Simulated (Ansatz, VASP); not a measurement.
**PCS4 in VASP and in Ansatz**

```
CELL_PARAMETERS angstrom
4.07774 0.00000 0.00000
-2.03887 3.53143 0.00000
0.00000 0.00000 8.46264
ATOMIC_POSITIONS crystal
P 0.00000 0.00000 0.50000
C 0.00000 0.00000 0.00000
S 0.00000 0.00000 0.26544
S 0.00000 0.00000 0.73456
S 0.33333 0.66667 0.00000
S 0.66667 0.33333 0.00000
```

Alike in both runs: functional PBE; dispersion D3(BJ); k mesh 6 × 6 × 4; occupations gaussian, width 0.1 eV; no spin polarisation.

Ansatz relaxed the structure, and its values are those at the end. VASP's run is a single point on that final structure, the one shown.

|  | VASP | Ansatz |
| --- | --- | --- |
| version | VASP 6.6.1 | Ansatz 0.2.0 |
| potentials or method | VASP PAW PBE potentials, release 64 (P, C, S), cutoff 520 eV | scalar-relativistic, plane waves, PAW |
| valence electrons in the cell | 33 | 33 |

```csv
,VASP,Ansatz,Ansatz less VASP
gap on the k mesh at the Fermi level (eV),none,none,-
pressure (GPa),-0.3,-0.1,+0.22
rms of the force components (eV/Å),0.033,0.005,-0.0282
```

A gap of «none» marks a metal or a gap that the smearing closes. Ansatz's warnings: dispersion switch in reach, relaxed geometry near dispersion switch.
